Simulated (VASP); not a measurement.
# SrO (d.b) (Fm-3m) in VASP: further runs

SrO (d.b) is run at these levels: PBE+D3(BJ); tasks: single point, relaxation of cell and atoms.

All numbers are computed with VASP 6.6.1; they aren't measurements. Logs are shortened: lines on timing, memory, paths and dates and some standing lists are left out, and cuts for length are marked.

## (1) The cell of the first run

Symmetry: Fm-3m, No. 225, cubic system. Conventional cell: a = 5.149 Å, b = 5.149 Å, c = 5.149 Å, α = 90.00°, β = 90.00°, γ = 90.00°. Sr (site symmetry m-3m) has 6 O at 2.57 Å within 3.4 Å. Within 3.4 Å of O (site symmetry m-3m) lie 6 Sr at 2.57 Å.

## (2) Single point, PBE+D3(BJ)

The input, INCAR:

```
ALGO = Normal ; EDIFF = 1E-6
ENCUT = 600 ; GGA = PE
GGA_COMPAT = False ; ISIF = 2
ISMEAR = 0 ; IVDW = 12
LASPH = True ; LCHARG = False
LREAL = False ; LWAVE = False
NBANDS = 15 ; NELM = 120
PREC = Accurate ; SIGMA = 0.02
```

The input, KPOINTS:

```
k-points
0
Gamma
  8 8 8
```

The input, POSCAR:

```
SrO
1.0
    0.0000000000      2.5746122220      2.5746122220
    2.5746122220      0.0000000000      2.5746122220
    2.5746122220      2.5746122220      0.0000000000
Sr O
1 1
Direct
    0.0000000000      0.0000000000      0.0000000000
    0.5000000000      0.5000000000      0.5000000000
```

Potentials or basis: VASP PAW PBE potentials, release 64 (Sr_sv, O).

Launch:

```bash
cat potpaw_PBE.64/Sr_sv/POTCAR potpaw_PBE.64/O/POTCAR > POTCAR
mpirun -np 1 vasp_std > vasp.out
```

OUTCAR:

```text
EDIFF = 1E-6
   ENCUT = 600
   GGA = PE
   ISIF = 2
   ISMEAR = 0
   IVDW = 12
   LASPH = True
   LREAL = False
   NELM = 120
   PREC = Accurate
 IVDW          = 12

 ion  position               nearest neighbor table
   1  0.000  0.000  0.000-   2 2.57   2 2.57   2 2.57   2 2.57   2 2.57   2 2.57
   2  0.500  0.500  0.500-   1 2.57   1 2.57   1 2.57   1 2.57   1 2.57   1 2.57

  LATTYP: Found a face centered cubic cell.
 ALAT       =     5.1492244440

  Lattice vectors:

 A1 = (   0.0000000000,   2.5746122220,   2.5746122220)
 A2 = (   2.5746122220,   0.0000000000,   2.5746122220)
 A3 = (   2.5746122220,   2.5746122220,   0.0000000000)

Analysis of symmetry for initial positions (statically):
=====================================================================
 Subroutine PRICEL returns:
 Original cell was already a primitive cell.

 Routine SETGRP: Setting up the symmetry group for a
 face centered cubic supercell.

 Subroutine GETGRP returns: Found 48 space group operations
 (whereof 48 operations were pure point group operations)
 out of a pool of 48 trial point group operations.

The static configuration has the point symmetry O_h .

Analysis of symmetry for dynamics (positions and initial velocities):
=====================================================================
 Subroutine PRICEL returns:
 Original cell was already a primitive cell.

 Routine SETGRP: Setting up the symmetry group for a
 face centered cubic supercell.

 Subroutine GETGRP returns: Found 48 space group operations
 (whereof 48 operations were pure point group operations)
 out of a pool of 48 trial point group operations.

The dynamic configuration has the point symmetry O_h .

 Subroutine INISYM returns: Found 48 space group operations
 (whereof 48 operations are pure point group operations),
 and found     1 'primitive' translations

----------------------------------------------------------------------------------------

                                     Primitive cell

  volume of cell :      34.1323

  direct lattice vectors                    reciprocal lattice vectors
     0.000000000  2.574612222  2.574612222    -0.194204003  0.194204003  0.194204003
     2.574612222  0.000000000  2.574612222     0.194204003 -0.194204003  0.194204003
     2.574612222  2.574612222  0.000000000     0.194204003  0.194204003 -0.194204003

  length of vectors
     3.641051522  3.641051522  3.641051522     0.336371200  0.336371200  0.336371200

[... 90 lines left out ...]
   PSTRESS=    0.0 pullay stress
   NELECT =      16.0000    total number of electrons
   NUPDOWN=      -1.0000    fix difference up-down
   EMIN   =  10.00;   EMAX   =-10.00  energy-range for DOS
   EFERMI =   0.00;   METHOD = LEGACY
   ISMEAR =     0;   SIGMA  =   0.02  broadening in eV -4-tet -1-fermi 0-gaus
   EFERMI_NEDOS =   21; number of points for ismear=-14 and -15
   IALGO  =     38    algorithm
   IMIX   =      4    mixing-type and parameters
     AMIX     =   0.40;   BMIX     =  1.00
     AMIX_MAG =   1.60;   BMIX_MAG =  1.00
  volume/ion in A,a.u.               =      17.07       115.17
  Fermi-wavevector in a.u.,A,eV,Ry     =   1.271724  2.403211 22.004470  1.617283
  Thomas-Fermi vector in A             =   2.404642
   LORBIT       =      0    0 simple, 1 ext, 2 COOP (PROOUT), +10 PAW based schemes
   GGA     = PE    functional components
   LHFCALC =     F    Hartree Fock is set to
   AEXX    =    0.0000 exact exchange contribution
   IVDW    =    12    specifies the selected vdW correction
   LEPSILON=     F    determine dielectric tensor
   LRPA    =     F    only Hartree local field effects (RPA)
 non-spin polarized calculation
 Gauss-broadening in eV      SIGMA  =   0.02
  energy-cutoff  :      600.00
  volume of cell :       34.13
 maximum number of plane-waves:      1158
 NGX is ok and might be reduce to    30
   NGX = 15   NGY = 15   NGZ = 15

 number of electron      15.9999997 magnetization

 Free energy of the ion-electron system (eV)
  ---------------------------------------------------
  ext. energy  EPLUGINS =         0.00000000
  ---------------------------------------------------
  free energy    TOTEN  =       -12.04595708 eV

  energy without entropy =      -12.04595708  energy(sigma->0) =      -12.04595708

 E-fermi :   1.8412     XC(G=0): -10.0063

 val. band max:        1.6422211765   @ k =   0.0000   0.0000   0.0000
 cond. band min:       4.9105680475   @ k =   0.5000   0.5000   0.0000
 fundamental gap:      3.2683468710
 Fermi energy:         1.8412215620

 k-point     1 :       0.0000    0.0000    0.0000
  band No.  band energies     occupation
      1     -30.7606      2.00000
      2     -13.4426      2.00000
      3     -12.4029      2.00000
      4     -12.4029      2.00000
      5     -12.4029      2.00000
      6       1.6422      2.00000
      7       1.6422      2.00000
      8       1.6422      2.00000
      9       5.5961      0.00000
     10       7.8446      0.00000
     11       7.8446      0.00000
     12       7.8446      0.00000
     13      10.0023      0.00000
     14      10.0023      0.00000
[... 401 lines left out ...]
      2     -14.6398      2.00000
      3     -12.7849      2.00000
      4     -12.6283      2.00000
      5     -11.5688      2.00000
      6       0.0734      2.00000
      7       0.7820      2.00000
      8       0.8578      2.00000
      9       7.9951      0.00000
     10       8.3592      0.00000
     11      10.9115      0.00000
     12      11.1083      0.00000
     13      13.1919      0.00000
     14      14.5223      0.00000
     15      14.9437      0.00000

 [... further k-points ...]

------------------------ aborting loop because EDIFF is reached ----------------------------------------

 Edisp (eV)   -0.48935

 E8    (eV) :    -0.2386

  FORCE on cell =-STRESS in cart. coord.  units (eV):
  Direction    XX          YY          ZZ          XY          YZ          ZX
  --------------------------------------------------------------------------------------
  -------------------------------------------------------------------------------------
  Total       0.10358     0.10358     0.10358    -0.00000     0.00000    -0.00000
  in kB       4.86222     4.86222     4.86222    -0.00000     0.00000    -0.00000
  external pressure =        4.86 kB  Pullay stress =        0.00 kB

 VOLUME and BASIS-vectors are now :
 -----------------------------------------------------------------------------
  energy-cutoff  :      600.00
  volume of cell :       34.13
      direct lattice vectors                 reciprocal lattice vectors
     0.000000000  2.574612222  2.574612222    -0.194204003  0.194204003  0.194204003
     2.574612222  0.000000000  2.574612222     0.194204003 -0.194204003  0.194204003
     2.574612222  2.574612222  0.000000000     0.194204003  0.194204003 -0.194204003

 POSITION                                       TOTAL-FORCE (eV/Angst)
 -----------------------------------------------------------------------------------
      0.00000      0.00000      0.00000         0.000000      0.000000     -0.000000
      2.57461      2.57461      2.57461         0.000000      0.000000      0.000000
 -----------------------------------------------------------------------------------
    total drift:                                0.000000      0.000000      0.000000

  FREE ENERGIE OF THE ION-ELECTRON SYSTEM (eV)
  ---------------------------------------------------
  free  energy   TOTEN  =       -12.5353099313 eV

  energy  without entropy=      -12.5353099313  energy(sigma->0) =      -12.53530993
```

OSZICAR:

```text
N       E                     dE             d eps       ncg     rms          rms(c)
DAV:   1     0.768764371331E+02    0.76876E+02   -0.92636E+03   870   0.117E+03
DAV:   2    -0.104780819189E+02   -0.87355E+02   -0.79022E+02  1181   0.232E+02
DAV:   3    -0.141778241658E+02   -0.36997E+01   -0.36776E+01  1143   0.439E+01
DAV:   4    -0.142455190685E+02   -0.67695E-01   -0.67680E-01  1118   0.559E+00
DAV:   5    -0.142469525331E+02   -0.14335E-02   -0.14335E-02  1084   0.617E-01    0.163E+01
DAV:   6    -0.121960432230E+02    0.20509E+01   -0.66757E+00   891   0.195E+01    0.192E+01
DAV:   7    -0.120552246387E+02    0.14082E+00   -0.29899E-01  1017   0.488E+00    0.112E+01
DAV:   8    -0.120439756914E+02    0.11249E-01   -0.11994E-01  1087   0.346E+00    0.432E-01
DAV:   9    -0.120453375679E+02   -0.13619E-02   -0.58187E-03  1120   0.487E-01    0.234E-01
DAV:  10    -0.120457952497E+02   -0.45768E-03   -0.45200E-04   968   0.201E-01    0.859E-02
DAV:  11    -0.120459385350E+02   -0.14329E-03   -0.14190E-04   926   0.892E-02    0.273E-02
DAV:  12    -0.120459569887E+02   -0.18454E-04   -0.28216E-05   919   0.394E-02    0.226E-02
DAV:  13    -0.120459570761E+02   -0.87387E-07   -0.15012E-06   928   0.108E-02
   1 F= -.12535310E+02 E0= -.12535310E+02  d E =-.666595E-47
```

stdout:

```text
POSCAR found type information on POSCAR SrO
 POSCAR found :  2 types and       2 ions
 scaLAPACK will be used
 LDA part: xc-table for (Slater+PW92), standard interpolation
 POSCAR, INCAR and KPOINTS ok, starting setup
 FFT: planning ... GRIDC
 FFT: planning ... GRID_SOFT
 FFT: planning ... GRID
 WAVECAR not read
 entering main loop
```

Run time: 19 s. Hardware: 1 thread of Intel Xeon Platinum 8375C at 2.90GHz (Ice Lake), shared host; peak memory 0.19 GiB.

What came out:

| Quantity | Value |
| --- | --- |
| Free energy | -12.5353 eV |
| Pressure | 0.5 GPa |
| Band gap on the k mesh | 3.27 eV, indirect (least direct gap 3.36 eV) |
| Dispersion energy per atom | -0.245 eV |

Levels at points of the mesh, in eV from the valence-band top:
| k point | band 6 | band 7 | band 8 | band 9 | band 10 | band 11 |
| --- | --- | --- | --- | --- | --- | --- |
| (0.00, 0.00, 0.00) | 0.00 | 0.00 | 0.00 | 3.95 | 6.20 | 6.20 |
| (0.50, 0.00, 0.00) | -2.16 | -1.13 | -1.13 | 6.53 | 8.42 | 8.82 |
| (0.50, 0.50, 0.00) | -0.44 | -0.09 | -0.09 | 3.27 | 7.77 | 10.15 |

A k mesh can miss the band edges. Expect the measured gap to be larger: semilocal functionals such as PBE lack the derivative discontinuity.

## (3) Relaxation of cell and atoms, PBE+D3(BJ)

This run uses another cell than the first one, of 16.88 Å³/atom, 0.989 times its volume.

The input, INCAR:

```
SYSTEM = SrO
PREC     = Accurate       ! precision mode
ENCUT    = 600            ! plane-wave cutoff, eV
EDIFF    = 1E-7           ! SCF threshold, eV
ISMEAR   = 0              ! smearing method
SIGMA    = 0.02           ! smearing width, eV
LREAL    = .FALSE.        ! projectors in reciprocal space
LASPH    = .TRUE.         ! aspherical terms in the spheres
NELM     = 120            ! most SCF steps
ALGO     = Normal         ! electronic algorithm
ISIF     = 3              ! what is computed and relaxed
LWAVE    = .FALSE.        ! write WAVECAR
LCHARG   = .FALSE.        ! write CHGCAR
GGA      = PE             ! functional
IVDW     = 12             ! dispersion correction
IBRION   = 2              ! ionic algorithm
NSW      = 100            ! ionic steps
EDIFFG   = -0.002         ! ionic threshold
GGA_COMPAT= .FALSE.      
NELMIN   = 4
```

The input, KPOINTS:

```
regular mesh
0
G
  8 8 8
  0 0 0
```

The input, POSCAR:

```
SrO
1.0
    0.0000000000      2.5650000000      2.5650000000
    2.5650000000      0.0000000000      2.5650000000
    2.5650000000      2.5650000000      0.0000000000
Sr O
1 1
Direct
    0.0000000000      0.0000000000      0.0000000000
    0.5000000000      0.5000000000      0.5000000000
```

Potentials or basis: VASP PAW PBE potentials, release 64 (Sr_sv, O).

Launch:

```bash
cat potpaw_PBE.64/Sr_sv/POTCAR potpaw_PBE.64/O/POTCAR > POTCAR
mpirun -np 1 vasp_std > vasp.out
```

OUTCAR:

```text
SYSTEM = SrO
   PREC = Accurate
   ENCUT = 600
   EDIFF = 1E-7
   ISMEAR = 0
   LREAL = .FALSE.
   LASPH = .TRUE.
   NELM = 120
   ISIF = 3
   GGA = PE
   IVDW = 12
   IBRION = 2
   NSW = 100
   EDIFFG = -0.002
   NELMIN = 4
 IVDW          = 12

 ion  position               nearest neighbor table
   1  0.000  0.000  0.000-   2 2.56   2 2.56   2 2.56   2 2.56   2 2.56   2 2.56
   2  0.500  0.500  0.500-   1 2.56   1 2.56   1 2.56   1 2.56   1 2.56   1 2.56

  LATTYP: Found a face centered cubic cell.
 ALAT       =     5.1300000000

  Lattice vectors:

 A1 = (   0.0000000000,   2.5650000000,   2.5650000000)
 A2 = (   2.5650000000,   0.0000000000,   2.5650000000)
 A3 = (   2.5650000000,   2.5650000000,   0.0000000000)

Analysis of symmetry for initial positions (statically):
=====================================================================
 Subroutine PRICEL returns:
 Original cell was already a primitive cell.

 Routine SETGRP: Setting up the symmetry group for a
 face centered cubic supercell.

 Subroutine GETGRP returns: Found 48 space group operations
 (whereof 48 operations were pure point group operations)
 out of a pool of 48 trial point group operations.

The static configuration has the point symmetry O_h .

Analysis of symmetry for dynamics (positions and initial velocities):
[... 152 lines left out ...]

 number of electron      15.9999997 magnetization

 Free energy of the ion-electron system (eV)
  ---------------------------------------------------
  ext. energy  EPLUGINS =         0.00000000
  ---------------------------------------------------
  free energy    TOTEN  =       -12.03737465 eV

  energy without entropy =      -12.03737465  energy(sigma->0) =      -12.03737465

 E-fermi :   1.8564     XC(G=0): -10.0592

 val. band max:        1.6954866796   @ k =   0.0000   0.0000   0.0000
 cond. band min:       4.9573813651   @ k =   0.5000   0.5000   0.0000
 fundamental gap:      3.2618946855
 Fermi energy:         1.8563630008

 k-point     1 :       0.0000    0.0000    0.0000
  band No.  band energies     occupation
      1     -30.6683      2.00000
      2     -13.4035      2.00000
      3     -12.2988      2.00000
      4     -12.2988      2.00000
      5     -12.2988      2.00000
      6       1.6955      2.00000
      7       1.6955      2.00000
      8       1.6955      2.00000
      9       5.7301      0.00000
     10       7.9225      0.00000
     11       7.9225      0.00000
     12       7.9225      0.00000
[... 424 lines left out ...]
--------------------------------------- Ionic step        3  -------------------------------------------

 number of electron      15.9999998 magnetization

 Free energy of the ion-electron system (eV)
  ---------------------------------------------------
  ext. energy  EPLUGINS =         0.00000000
  ---------------------------------------------------
  free energy    TOTEN  =       -12.04851152 eV

  energy without entropy =      -12.04851152  energy(sigma->0) =      -12.04851152

 E-fermi :   1.7954     XC(G=0):  -9.9808

 val. band max:        1.6171696877   @ k =   0.0000   0.0000   0.0000
 cond. band min:       4.8885076263   @ k =   0.5000   0.5000   0.0000
 fundamental gap:      3.2713379386
 Fermi energy:         1.7954416630

 k-point     1 :       0.0000    0.0000    0.0000
  band No.  band energies     occupation
      1     -30.8048      2.00000
      2     -13.4609      2.00000
      3     -12.4525      2.00000
      4     -12.4525      2.00000
      5     -12.4525      2.00000
      6       1.6172      2.00000
      7       1.6172      2.00000
      8       1.6172      2.00000
      9       5.5328      0.00000
     10       7.8075      0.00000
     11       7.8075      0.00000
     12       7.8075      0.00000
[... 378 lines left out ...]
  FREE ENERGIE OF THE ION-ELECTRON SYSTEM (eV)
  ---------------------------------------------------
  free  energy   TOTEN  =       -12.5351408992 eV

  energy  without entropy=      -12.5351408992  energy(sigma->0) =      -12.53514090

 reached required accuracy - stopping structural energy minimisation
```

OSZICAR:

```text
N       E                     dE             d eps       ncg     rms          rms(c)
DAV:   1     0.860798753819E+02    0.86080E+02   -0.96893E+03   696   0.146E+03
[... 30 lines left out ...]
DAV:   2    -0.120494737365E+02    0.42280E-02   -0.18925E-02   760   0.117E+00    0.195E-01
DAV:   3    -0.120485765737E+02    0.89716E-03   -0.20690E-03   900   0.490E-01    0.176E-01
DAV:   4    -0.120484311773E+02    0.14540E-03   -0.12213E-03  1060   0.261E-01    0.142E-01
DAV:   5    -0.120484941667E+02   -0.62989E-04   -0.46013E-05   832   0.718E-02    0.351E-02
DAV:   6    -0.120485095921E+02   -0.15425E-04   -0.81377E-05  1116   0.620E-02    0.138E-02
DAV:   7    -0.120485114511E+02   -0.18590E-05   -0.12684E-06   928   0.116E-02    0.310E-03
DAV:   8    -0.120485115221E+02   -0.70984E-07   -0.13902E-07   472   0.419E-03
   3 F= -.12535141E+02 E0= -.12535141E+02  d E =-.268538E-02
```

It took 41 s on 1 thread of Intel Xeon Platinum 8375C at 2.90GHz (Ice Lake), shared host; peak memory 0.19 GiB.

Results:

* Free energy: -12.5351 eV
* Relaxed volume: 17.16 Å³/atom
* Relaxed cell: a = 3.648 Å, b = 3.648 Å, c = 3.648 Å, α = 60.00°, β = 60.00°, γ = 60.00°
* Space group after relaxing (to 0.05 Å): Fm-3m (No. 225)
* Energy gained by relaxing: 1.3 meV/atom
* Ionic steps: 3
* Pressure after relaxing: 0.0 GPa
* Band gap on the k mesh: 3.27 eV, indirect (least direct gap 3.37 eV)
* Dispersion energy per atom: -0.243 eV

Step by step:
```csv
step,energy change (eV),largest force (eV/Å),pressure (GPa),volume (Å³)
1,0.0000,0.0000,1.55,33.75
2,-0.0022,0.0000,-0.60,34.55
3,-0.0027,0.0000,0.00,34.32
```

Final structure:
```cif
data_structure
_symmetry_space_group_name_H-M 'P 1'
_symmetry_Int_Tables_number 1
_cell_length_a 3.6476
_cell_length_b 3.6476
_cell_length_c 3.6476
_cell_angle_alpha 60.000
_cell_angle_beta 60.000
_cell_angle_gamma 60.000
_cell_volume 34.32
loop_
_atom_site_label
_atom_site_type_symbol
_atom_site_fract_x
_atom_site_fract_y
_atom_site_fract_z
_atom_site_occupancy
Sr1 Sr 0.00000 0.00000 0.00000 1
O1 O 0.50000 0.50000 0.50000 1
```
